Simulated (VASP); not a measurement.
# AgI in VASP: notebook

The runs below take AgI through single point, with RPBE.

Everything below comes from runs of VASP 6.6.1. Logs are shortened: lines on timing, memory, paths and dates and some standing lists are left out, and cuts for length are marked.

## Step 1: The cell of the first run

The cell holds a molecule in a box, 2 atoms: a = 9.000 Å, b = 9.000 Å, c = 12.000 Å, α = 90.00°, β = 90.00°, γ = 90.00°.

## Step 2: Single point, RPBE (last atom moved by 0.08 Å along z)

Input file INCAR:

```
SYSTEM = AgI
GGA = RP
ISMEAR = 0
SIGMA = 0.03
LWAVE = .FALSE.
LCHARG = .FALSE.
ISIF = 0
PREC = Accurate
LASPH = .TRUE.
LREAL = Auto
ALGO = Normal
EDIFF = 1E-6
NELM = 120
GGA_COMPAT = .FALSE.
ENCUT = 320
EFERMI = MIDGAP
NBANDS = 19
ROPT = -0.00025 -0.00025
```

Input file KPOINTS:

```
k-points
0
Gamma
  1 1 1
```

Input file POSCAR:

```
AgI
1.0
    9.0000000000      0.0000000000      0.0000000000
    0.0000000000      9.0000000000      0.0000000000
    0.0000000000      0.0000000000     12.0000000000
Ag I
1 1
Direct
    0.5014444400      0.5023333300      0.3968074600
    0.5014444400      0.5023333300      0.6155258800
```

Potentials or basis: VASP PAW PBE potentials, release 64 (Ag, I).

Started as:

```sh
$ cat potpaw_PBE.64/Ag/POTCAR potpaw_PBE.64/I/POTCAR > POTCAR
$ mpirun -np 1 vasp_gam > vasp.out
```

OUTCAR:

```text
SYSTEM = AgI
   GGA = RP
   ISMEAR = 0
   ISIF = 0
   PREC = Accurate
   LASPH = .TRUE.
   LREAL = Auto
   EDIFF = 1E-6
   NELM = 120
   ENCUT = 320
   EFERMI = MIDGAP

 Found      1 irreducible k-points:

 Following reciprocal coordinates:
            Coordinates               Weight
  0.000000  0.000000  0.000000      1.000000
   k-points           NKPTS =      1   k-points in BZ     NKDIM =      1   number of bands    NBANDS=     19
   number of dos      NEDOS =    301   number of ions     NIONS =      2
   total plane-waves  NPLWV = 204120
   dimension x,y,z NGX =    54 NGY =   54 NGZ =   70
   dimension x,y,z NGXF=   108 NGYF=  108 NGZF=  140
   ions per type =               1   1
   NGX,Y,Z   is equivalent  to a cutoff of   9.97,  9.97,  9.70 a.u.
   NGXF,Y,Z  is equivalent  to a cutoff of  19.95, 19.95, 19.40 a.u.
 SYSTEM =  AgI
   PREC   = accura    normal or accurate (medium, high low for compatibility)
   ISTART =      0    job   : 0-new  1-cont  2-samecut
   ICHARG =      2    charge: 1-file 2-atom 10-const
   ISPIN  =      1    spin polarized calculation?
   LNONCOLLINEAR =      F non collinear calculations
   LSORBIT =      F    spin-orbit coupling
   LASPH  =      T    aspherical Exc in radial PAW
   ENCUT  =  320.0 eV  23.52 Ry    4.85 a.u.  13.13 13.13 17.50*2*pi/ulx,y,z
   NELM   =    120;   NELMIN=  2; NELMDL= -5     # of ELM steps
   EDIFF  = 0.1E-05   stopping-criterion for ELM
   LREAL  =      T    real-space projection
   EDIFFG = 0.1E-04   stopping-criterion for IOM
   NSW    =      0    number of steps for IOM
   IBRION =     -1    ionic relax: 0-MD 1-quasi-New 2-CG
   NFREE  =      0    steps in history (QN), initial steepest desc. (CG)
   ISIF   =      0    stress and relaxation
   ISYM   =      2    0-nonsym 1-usesym 2-fastsym
   POTIM  = 0.5000    time-step for ionic-motion
   TEBEG  =    0.0;   TEEND  =   0.0 temperature during run

   SCALEE = 1.0000    scale energy and forces
   PSTRESS=    0.0 pullay stress
   NELECT =      18.0000    total number of electrons
   NUPDOWN=      -1.0000    fix difference up-down
   EMIN   =  10.00;   EMAX   =-10.00  energy-range for DOS
   EFERMI =   0.00;   METHOD = MIDGAP
   ISMEAR =     0;   SIGMA  =   0.03  broadening in eV -4-tet -1-fermi 0-gaus
   EFERMI_NEDOS =   21; number of points for ismear=-14 and -15
   IALGO  =     38    algorithm
   IMIX   =      4    mixing-type and parameters
     AMIX     =   0.40;   BMIX     =  1.00
     AMIX_MAG =   1.60;   BMIX_MAG =  1.00
  volume/ion in A,a.u.               =     486.00      3279.69
  Fermi-wavevector in a.u.,A,eV,Ry     =   0.433122  0.818482  2.552380  0.187595
  Thomas-Fermi vector in A             =   1.403327
   LORBIT       =      0    0 simple, 1 ext, 2 COOP (PROOUT), +10 PAW based schemes
   GGA     = RP    functional components
   LHFCALC =     F    Hartree Fock is set to
   AEXX    =    0.0000 exact exchange contribution
   IVDW    =     0    specifies the selected vdW correction
   LEPSILON=     F    determine dielectric tensor
   LRPA    =     F    only Hartree local field effects (RPA)

   CSHIFT  =0.1000    complex shift for real part using Kramers Kronig

   OMEGAMAX=  -1.0    maximum frequency
 non-spin polarized calculation
 Gauss-broadening in eV      SIGMA  =   0.03
  energy-cutoff  :      320.00
  volume of cell :      972.00
 maximum number of plane-waves:      6326
 NGX is ok and might be reduce to    54
   NGX = 27   NGY = 27   NGZ = 35

 number of electron      17.9999994 magnetization

 Free energy of the ion-electron system (eV)
  ---------------------------------------------------
  ext. energy  EPLUGINS =         0.00000000
  ---------------------------------------------------
  free energy    TOTEN  =        -2.87741580 eV

  energy without entropy =       -2.87741580  energy(sigma->0) =       -2.87741580

 E-fermi :  -4.2577     XC(G=0):  -1.4286

 val. band max:       -5.1739839926   @ k =   0.0000   0.0000   0.0000
 cond. band min:      -3.3414509003   @ k =   0.0000   0.0000   0.0000
 fundamental gap:      1.8325330923
 Fermi energy:        -4.2577174465

 k-point     1 :       0.0000    0.0000    0.0000
  band No.  band energies     occupation
      1     -15.6677      2.00000
      2      -8.4549      2.00000
      3      -8.0407      2.00000
      4      -8.0407      2.00000
      5      -7.7744      2.00000
      6      -7.7743      2.00000
      7      -6.0920      2.00000
      8      -5.1740      2.00000
      9      -5.1740      2.00000
     10      -3.3415      0.00000
     11      -0.1780      0.00000
     12      -0.1780      0.00000
     13       0.1068      0.00000
     14       0.6354      0.00000
     15       0.9861      0.00000
     16       1.3083      0.00000
     17       1.9872      0.00000
     18       1.9872      0.00000
     19       2.0067      0.00000

------------------------ aborting loop because EDIFF is reached ----------------------------------------

 VOLUME and BASIS-vectors are now :
 -----------------------------------------------------------------------------
  energy-cutoff  :      320.00
  volume of cell :      972.00
      direct lattice vectors                 reciprocal lattice vectors
     9.000000000  0.000000000  0.000000000     0.111111111  0.000000000  0.000000000
     0.000000000  9.000000000  0.000000000     0.000000000  0.111111111  0.000000000
     0.000000000  0.000000000 12.000000000     0.000000000  0.000000000  0.083333333

 POSITION                                       TOTAL-FORCE (eV/Angst)
 -----------------------------------------------------------------------------------
      4.51300      4.52100      4.76169         0.000000      0.000000      0.261304
      4.51300      4.52100      7.38631         0.000000      0.000000     -0.261304
 -----------------------------------------------------------------------------------
    total drift:                               -0.000142     -0.000160      0.000402

  FREE ENERGIE OF THE ION-ELECTRON SYSTEM (eV)
  ---------------------------------------------------
  free  energy   TOTEN  =        -2.8774157978 eV

  energy  without entropy=       -2.8774157978  energy(sigma->0) =       -2.87741580
```

Wall time 48 s (1 thread of Intel Xeon Platinum 8259CL at 2.50GHz (Skylake/Cascade Lake), shared host); peak memory 0.41 GiB.

Results:

```
Free energy                     : -2.8774 eV
Largest force                   : 0.261 eV/Å
Gap between the frontier levels : 1.83 eV
```

Forces in eV/Å, atoms in the order of the input:
```
Ag   0.000  0.000  0.261
I    0.000  0.000 -0.261
```

Caveat: the cell differs from its parent crystal (last atom moved by 0.08 Å along z); the PAW data sets were made with another functional, which shifts forces and pressure a little; spin-orbit coupling is left out, which moves the levels of the heavy elements.

## Step 3: Single point, RPBE (last atom moved by 0.08 Å along z)

Input file INCAR:

```
SYSTEM = AgI
GGA = RP
ISMEAR = 0
SIGMA = 0.03
LWAVE = .FALSE.
LCHARG = .FALSE.
ISIF = 0
PREC = Accurate
LASPH = .TRUE.
LREAL = .FALSE.
ALGO = Normal
EDIFF = 1E-6
NELM = 120
GGA_COMPAT = .FALSE.
ENCUT = 560
EFERMI = MIDGAP
NBANDS = 29
```

KPOINTS is that of step 2.

POSCAR is that of step 2.

Potentials or basis: VASP PAW PBE potentials, release 64 (Ag, I).

Started as:

```sh
$ cat potpaw_PBE.64/Ag/POTCAR potpaw_PBE.64/I/POTCAR > POTCAR
$ mpirun -np 1 vasp_gam > vasp.out
```

OUTCAR:

```text
SYSTEM = AgI
   GGA = RP
   ISMEAR = 0
   ISIF = 0
   PREC = Accurate
   LASPH = .TRUE.
   LREAL = .FALSE.
   EDIFF = 1E-6
   NELM = 120
   ENCUT = 560
   EFERMI = MIDGAP

 ion  position               nearest neighbor table
   1  0.501  0.502  0.397-   2 2.62
   2  0.501  0.502  0.616-   1 2.62

  LATTYP: Found a simple tetragonal cell.
 ALAT       =     9.0000000000
 C/A-ratio  =     1.3333333333

  Lattice vectors:

 A1 = (   9.0000000000,   0.0000000000,   0.0000000000)
 A2 = (   0.0000000000,   9.0000000000,   0.0000000000)
 A3 = (   0.0000000000,   0.0000000000,  12.0000000000)

Analysis of symmetry for initial positions (statically):
=====================================================================
 Subroutine PRICEL returns:
 Original cell was already a primitive cell.

 Routine SETGRP: Setting up the symmetry group for a
 simple tetragonal supercell.

 Subroutine GETGRP returns: Found  8 space group operations
 (whereof  1 operations were pure point group operations)
 out of a pool of 16 trial point group operations.

The static configuration has the point symmetry C_1 .
 The point group associated with its full space group is C_4v.

[... 120 lines left out ...]
   LEPSILON=     F    determine dielectric tensor
   LRPA    =     F    only Hartree local field effects (RPA)

   CSHIFT  =0.1000    complex shift for real part using Kramers Kronig

   OMEGAMAX=  -1.0    maximum frequency
 non-spin polarized calculation
 Gauss-broadening in eV      SIGMA  =   0.03
  energy-cutoff  :      560.00
  volume of cell :      972.00
 maximum number of plane-waves:     14662
 NGX is ok and might be reduce to    70
   NGX = 35   NGY = 35   NGZ = 47

 number of electron      18.0000000 magnetization

 Free energy of the ion-electron system (eV)
  ---------------------------------------------------
  ext. energy  EPLUGINS =         0.00000000
  ---------------------------------------------------
  free energy    TOTEN  =        -2.87826603 eV

  energy without entropy =       -2.87826603  energy(sigma->0) =       -2.87826603

 E-fermi :  -4.2555     XC(G=0):  -1.4298

 val. band max:       -5.1724675472   @ k =   0.0000   0.0000   0.0000
 cond. band min:      -3.3385784875   @ k =   0.0000   0.0000   0.0000
 fundamental gap:      1.8338890596
 Fermi energy:        -4.2555230173

 k-point     1 :       0.0000    0.0000    0.0000
  band No.  band energies     occupation
      1     -15.6650      2.00000
      2      -8.4600      2.00000
      3      -8.0481      2.00000
      4      -8.0481      2.00000
      5      -7.7830      2.00000
      6      -7.7829      2.00000
[... 13 lines left out ...]
     20       2.3823      0.00000
     21       2.4109      0.00000
 [bands above 21 left out]

------------------------ aborting loop because EDIFF is reached ----------------------------------------

 VOLUME and BASIS-vectors are now :
 -----------------------------------------------------------------------------
  energy-cutoff  :      560.00
  volume of cell :      972.00
      direct lattice vectors                 reciprocal lattice vectors
     9.000000000  0.000000000  0.000000000     0.111111111  0.000000000  0.000000000
     0.000000000  9.000000000  0.000000000     0.000000000  0.111111111  0.000000000
     0.000000000  0.000000000 12.000000000     0.000000000  0.000000000  0.083333333

 POSITION                                       TOTAL-FORCE (eV/Angst)
 -----------------------------------------------------------------------------------
      4.51300      4.52100      4.76169         0.000000     -0.000000      0.256947
      4.51300      4.52100      7.38631         0.000000      0.000000     -0.256947
 -----------------------------------------------------------------------------------
    total drift:                               -0.000034     -0.000036      0.000008

  FREE ENERGIE OF THE ION-ELECTRON SYSTEM (eV)
  ---------------------------------------------------
  free  energy   TOTEN  =        -2.8782660322 eV

  energy  without entropy=       -2.8782660322  energy(sigma->0) =       -2.87826603
```

Wall time 88 s (1 thread of Intel Xeon Platinum 8259CL at 2.50GHz (Skylake/Cascade Lake), shared host); peak memory 0.84 GiB.

Results:

```yaml
Free_energy: -2.8783 eV
Largest_force: 0.257 eV/Å
Gap_between_the_frontier_levels: 1.83 eV
```

Forces in eV/Å, atoms in the order of the input:
```
Ag   0.000  0.000  0.257
I    0.000  0.000 -0.257
```

Caveat: the cell differs from its parent crystal (last atom moved by 0.08 Å along z); the PAW data sets were made with another functional, which shifts forces and pressure a little; spin-orbit coupling is left out, which moves the levels of the heavy elements.
